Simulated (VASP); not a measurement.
# NaI (I4/mmm) in VASP: single point with r2SCAN

Aim: the single point of NaI with r2SCAN.

Program: VASP 6.6.1. These are calculated values, not measurements. Logs are shortened: lines on timing, memory, paths and dates and some standing lists are left out, and cuts for length are marked.

**1. The cell of the first run**

The structure is tetragonal, space group I4/mmm (No. 139). Conventional cell: a = 4.503 Å, b = 4.503 Å, c = 6.687 Å, α = 90.00°, β = 90.00°, γ = 90.00°. Na (site symmetry 4/mmm) has 6 I at 3.18 to 3.34 Å within 4.2 Å. I (site symmetry 4/mmm) has 6 Na at 3.18 to 3.34 Å within 4.2 Å.

**2. Single point, r2SCAN**

The input, POSCAR:

```
NaI
1.0
    0.0000000000      3.1841908703      3.3434004138
    3.1841908703      0.0000000000      3.3434004138
    3.1841908703      3.1841908703      0.0000000000
Na I
1 1
Direct
    0.0000000000      0.0000000000      0.0000000000
    0.5000000000      0.5000000000      0.5000000000
```

The input, INCAR.step1:

```
SYSTEM = NaI
PREC = Accurate ; ENCUT = 520
ISMEAR = 0 ; SIGMA = 0.05
LREAL = .False. ; LASPH = .True.
NELM = 60 ; NBANDS = 14
GGA = PE ; ALGO = Normal
EDIFF = 1E-4 ; LWAVE = .True.
LCHARG = .False.
```

The input, INCAR.step2:

```
SYSTEM = NaI
PREC = Accurate ; ENCUT = 520
EDIFF = 1E-7 ; ISMEAR = 0
SIGMA = 0.05 ; LREAL = .False.
LASPH = .True. ; NELM = 60
ALGO = Normal ; ISIF = 2
LWAVE = .False. ; LCHARG = .False.
METAGGA = R2SCAN ; LMIXTAU = .True.
NBANDS = 14 ; ISTART = 1
```

The input, KPOINTS:

```
regular mesh
0
Gamma
  8 8 8
  0 0 0
```

Potentials or basis: VASP PAW PBE potentials, release 64 (Na_pv, I).

On the command line:

```bash
> cat potpaw_PBE.64/Na_pv/POTCAR potpaw_PBE.64/I/POTCAR > POTCAR
> cp INCAR.step1 INCAR
> mpirun -np 1 vasp_std > vasp.out
> cp INCAR.step2 INCAR
> mpirun -np 1 vasp_std > vasp.out
```

OUTCAR:

```text
SYSTEM = NaI
   PREC = Accurate
   ENCUT = 520
   EDIFF = 1E-7
   ISMEAR = 0
   LREAL = .False.
   LASPH = .True.
   NELM = 60
   ISIF = 2
   METAGGA = R2SCAN
   ISTART = 1

 ion  position               nearest neighbor table
   1  0.000  0.000  0.000-
   2  0.500  0.500  0.500-

  LATTYP: Found a body centered tetragonal cell.
 ALAT       =     4.5031259140
 C/A-ratio  =     1.4849242405

  Lattice vectors:

 A1 = (  -3.1841908703,   0.0000000000,   3.3434004138)
 A2 = (   3.1841908703,   0.0000000000,   3.3434004138)
 A3 = (   0.0000000000,   3.1841908703,  -3.3434004138)

Analysis of symmetry for initial positions (statically):
=====================================================================
 Subroutine PRICEL returns:
 Original cell was already a primitive cell.

 Routine SETGRP: Setting up the symmetry group for a
 body centered tetragonal supercell.

 Subroutine GETGRP returns: Found 16 space group operations
 (whereof 16 operations were pure point group operations)
 out of a pool of 16 trial point group operations.

The static configuration has the point symmetry D_4h.

Analysis of symmetry for dynamics (positions and initial velocities):
=====================================================================
 Subroutine PRICEL returns:
 Original cell was already a primitive cell.

 Routine SETGRP: Setting up the symmetry group for a
 body centered tetragonal supercell.

 Subroutine GETGRP returns: Found 16 space group operations
 (whereof 16 operations were pure point group operations)
 out of a pool of 16 trial point group operations.

The dynamic configuration has the point symmetry D_4h.

 Subroutine INISYM returns: Found 16 space group operations
 (whereof 16 operations are pure point group operations),
 and found     1 'primitive' translations

----------------------------------------------------------------------------------------

                                     Primitive cell

  volume of cell :      67.7980

  direct lattice vectors                    reciprocal lattice vectors
     0.000000000  3.184190870  3.343400414    -0.157025763  0.157025763  0.149548345
     3.184190870  0.000000000  3.343400414     0.157025763 -0.157025763  0.149548345
     3.184190870  3.184190870  0.000000000     0.157025763  0.157025763 -0.149548345

  length of vectors
     4.617076762  4.617076762  4.503125914     0.267729132  0.267729132  0.267729132

  position of ions in fractional coordinates (direct lattice)
     0.000000000  0.000000000  0.000000000
     0.500000000  0.500000000  0.500000000

  ion indices of the primitive-cell ions
   primitive index   ion index
                 1           1
                 2           2

----------------------------------------------------------------------------------------

 KPOINTS: regular mesh

Automatic generation of k-mesh.
 Grid dimensions read from file:
 generate k-points for:    8    8    8

 Generating k-lattice:

  Cartesian coordinates                     Fractional coordinates (reciprocal lattice)
    -0.019628220  0.019628220  0.018693543     0.125000000 -0.000000000  0.000000000
     0.019628220 -0.019628220  0.018693543    -0.000000000  0.125000000  0.000000000
     0.019628220  0.019628220 -0.018693543     0.000000000  0.000000000  0.125000000

  Length of vectors
     0.033466141  0.033466141  0.033466141

  Shift w.r.t. Gamma in fractional coordinates (k-lattice)
     0.000000000  0.000000000  0.000000000

 Subroutine IBZKPT returns following result:
 ===========================================

 Found     59 irreducible k-points:

 Following reciprocal coordinates:
            Coordinates               Weight
  0.000000  0.000000  0.000000      1.000000
  0.125000 -0.000000  0.000000      8.000000
  0.250000 -0.000000  0.000000      8.000000
  0.375000 -0.000000  0.000000      8.000000
  0.500000 -0.000000  0.000000      4.000000
  0.125000  0.125000  0.000000      2.000000
[... 16 lines left out ...]
  0.250000 -0.000000  0.125000     16.000000
  0.375000  0.000000  0.125000     16.000000
 [... further k-points ...]
   k-points           NKPTS =     59   k-points in BZ     NKDIM =     59   number of bands    NBANDS=     14
   number of dos      NEDOS =    301   number of ions     NIONS =      2
   total plane-waves  NPLWV =  46656
   dimension x,y,z NGX =    36 NGY =   36 NGZ =   36
   dimension x,y,z NGXF=    72 NGYF=   72 NGZF=   72
   ions per type =               1   1
   NGX,Y,Z   is equivalent  to a cutoff of  12.96, 12.96, 13.29 a.u.
   NGXF,Y,Z  is equivalent  to a cutoff of  25.92, 25.92, 26.58 a.u.
 SYSTEM =  NaI
   PREC   = accura    normal or accurate (medium, high low for compatibility)
   ISTART =      1    job   : 0-new  1-cont  2-samecut
   ICHARG =      0    charge: 1-file 2-atom 10-const
   ISPIN  =      1    spin polarized calculation?
   LNONCOLLINEAR =      F non collinear calculations
   LSORBIT =      F    spin-orbit coupling
   LASPH  =      T    aspherical Exc in radial PAW
   ENCUT  =  520.0 eV  38.22 Ry    6.18 a.u.   8.58  8.58  8.37*2*pi/ulx,y,z
   NELM   =     60;   NELMIN=  2; NELMDL=  0     # of ELM steps
   EDIFF  = 0.1E-06   stopping-criterion for ELM
   LREAL  =      F    real-space projection
   EDIFFG = 0.1E-05   stopping-criterion for IOM
   NSW    =      0    number of steps for IOM
   IBRION =     -1    ionic relax: 0-MD 1-quasi-New 2-CG
   NFREE  =      0    steps in history (QN), initial steepest desc. (CG)
   ISIF   =      2    stress and relaxation
   ISYM   =      2    0-nonsym 1-usesym 2-fastsym
   POTIM  = 0.5000    time-step for ionic-motion
   TEBEG  =    0.0;   TEEND  =   0.0 temperature during run
   PSTRESS=    0.0 pullay stress
   NELECT =      14.0000    total number of electrons
   NUPDOWN=      -1.0000    fix difference up-down
   EMIN   =  10.00;   EMAX   =-10.00  energy-range for DOS
   EFERMI =   0.00;   METHOD = LEGACY
   ISMEAR =     0;   SIGMA  =   0.05  broadening in eV -4-tet -1-fermi 0-gaus
   EFERMI_NEDOS =   21; number of points for ismear=-14 and -15
   IALGO  =     38    algorithm
   IMIX   =      4    mixing-type and parameters
     AMIX     =   0.40;   BMIX     =  1.00
     AMIX_MAG =   1.60;   BMIX_MAG =  1.00
  volume/ion in A,a.u.               =      33.90       228.76
  Fermi-wavevector in a.u.,A,eV,Ry     =   0.967636  1.828567 12.739397  0.936319
  Thomas-Fermi vector in A             =   2.097538
   LORBIT       =      0    0 simple, 1 ext, 2 COOP (PROOUT), +10 PAW based schemes
   METAGGA = R2SCAN    functional components
   LHFCALC =     F    Hartree Fock is set to
   AEXX    =    0.0000 exact exchange contribution
   IVDW    =     0    specifies the selected vdW correction
   LEPSILON=     F    determine dielectric tensor
   LRPA    =     F    only Hartree local field effects (RPA)
 non-spin polarized calculation
 Gauss-broadening in eV      SIGMA  =   0.05
  energy-cutoff  :      520.00
  volume of cell :       67.80
 maximum number of plane-waves:      1857
 NGX is ok and might be reduce to    36
   NGX = 17   NGY = 17   NGZ = 17

 number of electron      13.9999992 magnetization

 Free energy of the ion-electron system (eV)
  ---------------------------------------------------
  ext. energy  EPLUGINS =         0.00000000
  ---------------------------------------------------
  free energy    TOTEN  =       -31.07673028 eV

  energy without entropy =      -31.07673028  energy(sigma->0) =      -31.07673028

 E-fermi :   0.7952     XC(G=0):  -8.0656

 val. band max:        0.5072620853   @ k =   0.0000   0.0000   0.0000
 cond. band min:       4.9199117525   @ k =   0.0000   0.0000   0.0000
 fundamental gap:      4.4126496671
 Fermi energy:         0.7952095574

 k-point     1 :       0.0000    0.0000    0.0000
  band No.  band energies     occupation
      1     -22.7714      2.00000
      2     -22.7669      2.00000
      3     -22.7667      2.00000
      4     -10.8695      2.00000
      5       0.4618      2.00000
      6       0.4618      2.00000
      7       0.5073      2.00000
      8       4.9199      0.00000
      9       8.7513      0.00000
     10       9.0712      0.00000
     11       9.0712      0.00000
     12      10.5268      0.00000
     13      11.0771      0.00000
     14      11.6085      0.00000

 k-point     2 :       0.1250   -0.0000    0.0000
  band No.  band energies     occupation
      1     -22.7716      2.00000
      2     -22.7673      2.00000
      3     -22.7669      2.00000
      4     -10.8238      2.00000
      5       0.0344      2.00000
      6       0.4247      2.00000
      7       0.4377      2.00000
      8       5.4186      0.00000
      9       8.5920      0.00000
     10       9.0106      0.00000
     11       9.2480      0.00000
     12      10.2237      0.00000
     13      10.6451      0.00000
     14      12.2437      0.00000

 k-point     3 :       0.2500   -0.0000    0.0000
  band No.  band energies     occupation
      1     -22.7725      2.00000
      2     -22.7685      2.00000
      3     -22.7669      2.00000
      4     -10.7090      2.00000
      5      -0.7949      2.00000
      6       0.3064      2.00000
      7       0.3385      2.00000
      8       6.1240      0.00000
      9       8.6165      0.00000
     10       8.8815      0.00000
     11       9.2562      0.00000
     12      10.6124      0.00000
     13      10.7130      0.00000
     14      11.8444      0.00000

 k-point     4 :       0.3750   -0.0000    0.0000
  band No.  band energies     occupation
      1     -22.7736      2.00000
      2     -22.7693      2.00000
      3     -22.7669      2.00000
      4     -10.5874      2.00000
      5      -1.4613      2.00000
      6       0.1843      2.00000
      7       0.2568      2.00000
      8       6.2138      0.00000
      9       8.5143      0.00000
     10       8.9006      0.00000
     11       9.6638      0.00000
     12      11.4191      0.00000
     13      11.8767      0.00000
     14      11.9898      0.00000

 k-point     5 :       0.5000   -0.0000    0.0000
  band No.  band energies     occupation
      1     -22.7742      2.00000
      2     -22.7696      2.00000
      3     -22.7669      2.00000
      4     -10.5348      2.00000
      5      -1.7098      2.00000
      6       0.1360      2.00000
      7       0.2242      2.00000
      8       6.1643      0.00000
      9       8.3846      0.00000
     10       8.7502      0.00000
     11      10.2547      0.00000
[... 276 lines left out ...]
 k-point    22 :       0.1250    0.0000    0.1250
  band No.  band energies     occupation
      1     -22.7716      2.00000
      2     -22.7675      2.00000
      3     -22.7671      2.00000
      4     -10.8060      2.00000
      5       0.0122      2.00000
      6       0.3090      2.00000
      7       0.3851      2.00000
      8       5.6073      0.00000
      9       8.3189      0.00000
     10       9.2031      0.00000
     11       9.3744      0.00000
     12       9.8275      0.00000
     13      10.8515      0.00000
     14      12.8162      0.00000

 k-point    23 :       0.2500   -0.0000    0.1250
  band No.  band energies     occupation
      1     -22.7721      2.00000
      2     -22.7685      2.00000
      3     -22.7672      2.00000
      4     -10.7132      2.00000
      5      -0.6071      2.00000
      6       0.1970      2.00000
      7       0.2600      2.00000
      8       6.3146      0.00000
      9       7.9734      0.00000
     10       8.9475      0.00000
     11       9.4607      0.00000
     12      10.1065      0.00000
     13      11.1572      0.00000
     14      12.8238      0.00000

 k-point    24 :       0.3750    0.0000    0.1250
  band No.  band energies     occupation
      1     -22.7730      2.00000
      2     -22.7695      2.00000
      3     -22.7672      2.00000
      4     -10.5944      2.00000
      5      -1.2582      2.00000
      6       0.0996      2.00000
      7       0.1050      2.00000
      8       6.5814      0.00000
      9       8.3389      0.00000
     10       8.6567      0.00000
     11       9.1350      0.00000
     12      11.2928      0.00000
     13      12.3421      0.00000
     14      12.4885      0.00000

 [... further k-points ...]

------------------------ aborting loop because EDIFF is reached ----------------------------------------

  FORCE on cell =-STRESS in cart. coord.  units (eV):
  Direction    XX          YY          ZZ          XY          YZ          ZX
  --------------------------------------------------------------------------------------
  -------------------------------------------------------------------------------------
  Total        0.1277841      0.1277841     -0.3925555      0.0000000     -0.0000000      0.0000000
  in kB        3.0197490      3.0197490     -9.2767340      0.0000000     -0.0000000      0.0000000
  external PRESSURE =      -1.0790787 kB  Pullay stress =       0.0000000 kB

 VOLUME and BASIS-vectors are now :
 -----------------------------------------------------------------------------
  energy-cutoff  :      520.00
  volume of cell :       67.80
      direct lattice vectors                 reciprocal lattice vectors
     0.000000000  3.184190870  3.343400414    -0.157025763  0.157025763  0.149548345
     3.184190870  0.000000000  3.343400414     0.157025763 -0.157025763  0.149548345
     3.184190870  3.184190870  0.000000000     0.157025763  0.157025763 -0.149548345

 POSITION                                       TOTAL-FORCE (eV/Angst)
 -----------------------------------------------------------------------------------
      0.00000      0.00000      0.00000        -0.000000      0.000000      0.000000
      3.18419      3.18419      3.34340         0.000000     -0.000000      0.000000
 -----------------------------------------------------------------------------------
    total drift:                                0.000000      0.000000      0.000000

  FREE ENERGIE OF THE ION-ELECTRON SYSTEM (eV)
  ---------------------------------------------------
  free  energy   TOTEN  =       -31.0767302814 eV

  energy  without entropy=      -31.0767302814  energy(sigma->0) =      -31.07673028
```

Wall time 8.2 min (1 thread of AMD EPYC 7R43 (Zen 3), shared host); peak memory 0.2 GiB.

Results:

```
Free energy            : -31.0767 eV
Pressure               : -0.1 GPa
Band gap on the k mesh : 4.41 eV
```

Caveat: the PAW data sets were made with another functional, which shifts forces and pressure a little; spin-orbit coupling is left out, which moves the levels of the heavy elements. A k mesh can miss the band edges.
